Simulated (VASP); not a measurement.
# Mo (Im-3m) in VASP: single point with PBEsol

Aim: the single point of Mo with PBEsol.

All numbers are computed with VASP 6.6.1; they aren't measurements. Logs are shortened: lines on timing, memory, paths and dates and some standing lists are left out, and cuts for length are marked.

## 1. The cell of the first run

Symmetry: Im-3m, No. 229, cubic system. The conventional cell has a = 3.129 Å, b = 3.129 Å, c = 3.129 Å, α = 90.00°, β = 90.00°, γ = 90.00°. Within 3.6 Å of Mo (site symmetry m-3m) lie 14 Mo at 2.71 to 3.13 Å.

## 2. Single point, PBEsol

INCAR reads:

```
SYSTEM = Mo
ALGO = Normal
EDIFF = 1E-6
ENCUT = 500
GGA = PS
GGA_COMPAT = .False.
ISIF = 2
ISMEAR = 0
LASPH = .True.
LCHARG = .False.
LREAL = .False.
LWAVE = .False.
NBANDS = 13
NELM = 120
PREC = Accurate
SIGMA = 0.1
```

KPOINTS reads:

```
k-points
0
Gamma
  18 18 18
  0 0 0
```

POSCAR reads:

```
Mo
1.0
   -1.5646624442      1.5646624442      1.5646624442
    1.5646624442     -1.5646624442      1.5646624442
    1.5646624442      1.5646624442     -1.5646624442
Mo
1
Direct
    0.0000000000      0.0000000000      0.0000000000
```

Potentials or basis: VASP PAW PBE potentials, release 64 (Mo_sv).

Command:

```
> cat potpaw_PBE.64/Mo_sv/POTCAR > POTCAR
> mpirun -np 1 vasp_std > vasp.out
```

OUTCAR:

```text
SYSTEM = Mo
   EDIFF = 1E-6
   ENCUT = 500
   GGA = PS
   ISIF = 2
   ISMEAR = 0
   LASPH = .True.
   LREAL = .False.
   NELM = 120
   PREC = Accurate

 ion  position               nearest neighbor table
   1  0.000  0.000  0.000-

  LATTYP: Found a body centered cubic cell.
 ALAT       =     3.1293248884

  Lattice vectors:

 A1 = (  -1.5646624442,   1.5646624442,   1.5646624442)
 A2 = (   1.5646624442,  -1.5646624442,   1.5646624442)
 A3 = (   1.5646624442,   1.5646624442,  -1.5646624442)

Analysis of symmetry for initial positions (statically):
=====================================================================
 Subroutine PRICEL returns:
 Original cell was already a primitive cell.

 Routine SETGRP: Setting up the symmetry group for a
 body centered cubic supercell.

 Subroutine GETGRP returns: Found 48 space group operations
 (whereof 48 operations were pure point group operations)
 out of a pool of 48 trial point group operations.

The static configuration has the point symmetry O_h .

Analysis of symmetry for dynamics (positions and initial velocities):
=====================================================================
 Subroutine PRICEL returns:
 Original cell was already a primitive cell.

 Routine SETGRP: Setting up the symmetry group for a
 body centered cubic supercell.

 Subroutine GETGRP returns: Found 48 space group operations
 (whereof 48 operations were pure point group operations)
 out of a pool of 48 trial point group operations.

The dynamic configuration has the point symmetry O_h .

 Subroutine INISYM returns: Found 48 space group operations
 (whereof 48 operations are pure point group operations),
 and found     1 'primitive' translations

----------------------------------------------------------------------------------------

                                     Primitive cell

  volume of cell :      15.3222

  direct lattice vectors                    reciprocal lattice vectors
    -1.564662444  1.564662444  1.564662444     0.000000000  0.319557743  0.319557743
     1.564662444 -1.564662444  1.564662444     0.319557743  0.000000000  0.319557743
     1.564662444  1.564662444 -1.564662444     0.319557743  0.319557743  0.000000000

  length of vectors
     2.710074850  2.710074850  2.710074850     0.451922895  0.451922895  0.451922895

  position of ions in fractional coordinates (direct lattice)
     0.000000000  0.000000000  0.000000000

  ion indices of the primitive-cell ions
[... 81 lines left out ...]
   ISYM   =      2    0-nonsym 1-usesym 2-fastsym
   POTIM  = 0.5000    time-step for ionic-motion
   TEBEG  =    0.0;   TEEND  =   0.0 temperature during run
   PSTRESS=    0.0 pullay stress
   NELECT =      14.0000    total number of electrons
   NUPDOWN=      -1.0000    fix difference up-down
   EMIN   =  10.00;   EMAX   =-10.00  energy-range for DOS
   EFERMI =   0.00;   METHOD = LEGACY
   ISMEAR =     0;   SIGMA  =   0.10  broadening in eV -4-tet -1-fermi 0-gaus
   EFERMI_NEDOS =   21; number of points for ismear=-14 and -15
   IALGO  =     38    algorithm
   IMIX   =      4    mixing-type and parameters
     AMIX     =   0.40;   BMIX     =  1.00
     AMIX_MAG =   1.60;   BMIX_MAG =  1.00
  volume/ion in A,a.u.               =      15.32       103.40
  Fermi-wavevector in a.u.,A,eV,Ry     =   1.588584  3.001988 34.335651  2.523599
  Thomas-Fermi vector in A             =   2.687565
   LORBIT       =      0    0 simple, 1 ext, 2 COOP (PROOUT), +10 PAW based schemes
   GGA     = PS    functional components
   LHFCALC =     F    Hartree Fock is set to
   AEXX    =    0.0000 exact exchange contribution
   IVDW    =     0    specifies the selected vdW correction
   LEPSILON=     F    determine dielectric tensor
   LRPA    =     F    only Hartree local field effects (RPA)
 non-spin polarized calculation
 Gauss-broadening in eV      SIGMA  =   0.10
  energy-cutoff  :      500.00
  volume of cell :       15.32
 maximum number of plane-waves:       402
   NGX =  9   NGY =  9   NGZ =  9

 number of electron      13.9999998 magnetization

 Free energy of the ion-electron system (eV)
  ---------------------------------------------------
  ext. energy  EPLUGINS =         0.00000000
  ---------------------------------------------------
  free energy    TOTEN  =       -11.77796842 eV

  energy without entropy =      -11.77565507  energy(sigma->0) =      -11.77681175

 E-fermi :  12.8085     XC(G=0): -13.6419

 val. band max:       12.8070359590   @ k =  -0.3889   0.4444   0.2778
 cond. band min:      12.8128685482   @ k =   0.3889   0.1111   0.0000
 fundamental gap:      0.0058325891
 Fermi energy:        12.8084540083

 k-point     1 :       0.0000    0.0000    0.0000
  band No.  band energies     occupation
      1     -48.4077      2.00000
      2     -21.6470      2.00000
      3     -21.6470      2.00000
      4     -21.6470      2.00000
      5       5.4384      2.00000
      6      11.3833      2.00000
      7      11.3833      2.00000
      8      11.3833      2.00000
      9      14.4730      0.00000
     10      14.4730      0.00000
     11      27.6262      0.00000
     12      27.6262      0.00000
     13      27.6262      0.00000
[... 354 lines left out ...]
  band No.  band energies     occupation
      1     -48.1185      2.00000
      2     -23.0563      2.00000
      3     -22.1664      2.00000
      4     -21.7256      2.00000
      5       7.7420      2.00000
      6       9.4453      2.00000
      7      12.8129      0.95022
      8      14.3892      0.00000
      9      15.5674      0.00000
     10      18.3552      0.00000
     11      24.7534      0.00000
     12      25.6556      0.00000
     13      30.0139      0.00000

 [... further k-points ...]

------------------------ aborting loop because EDIFF is reached ----------------------------------------

  FORCE on cell =-STRESS in cart. coord.  units (eV):
  Direction    XX          YY          ZZ          XY          YZ          ZX
  --------------------------------------------------------------------------------------
  -------------------------------------------------------------------------------------
  Total        0.0552283      0.0552283      0.0552283      0.0000000      0.0000000     -0.0000000
  in kB        5.7749728      5.7749728      5.7749728      0.0000000      0.0000000     -0.0000000
  external PRESSURE =       5.7749728 kB  Pullay stress =       0.0000000 kB

 VOLUME and BASIS-vectors are now :
 -----------------------------------------------------------------------------
  energy-cutoff  :      500.00
  volume of cell :       15.32
      direct lattice vectors                 reciprocal lattice vectors
    -1.564662444  1.564662444  1.564662444     0.000000000  0.319557743  0.319557743
     1.564662444 -1.564662444  1.564662444     0.319557743  0.000000000  0.319557743
     1.564662444  1.564662444 -1.564662444     0.319557743  0.319557743  0.000000000

 POSITION                                       TOTAL-FORCE (eV/Angst)
 -----------------------------------------------------------------------------------
      0.00000      0.00000      0.00000        -0.000000     -0.000000      0.000000
 -----------------------------------------------------------------------------------
    total drift:                                0.000000     -0.000000      0.000000

  FREE ENERGIE OF THE ION-ELECTRON SYSTEM (eV)
  ---------------------------------------------------
  free  energy   TOTEN  =       -11.7779684180 eV

  energy  without entropy=      -11.7756550739  energy(sigma->0) =      -11.77681175
```

Wall time 54 s (1 thread of AMD EPYC 7R43 (Zen 3), shared host); peak memory 0.11 GiB.

What came out:

| Item | Value |
| --- | --- |
| Free energy | -11.7780 eV |
| Pressure | 0.6 GPa |
| Band gap on the k mesh | zero (band 7 reaches 16.92 eV, above the bottom of band 8 at 11.38 eV) |

Caveat: the PAW data sets were made with another functional, which shifts forces and pressure a little.
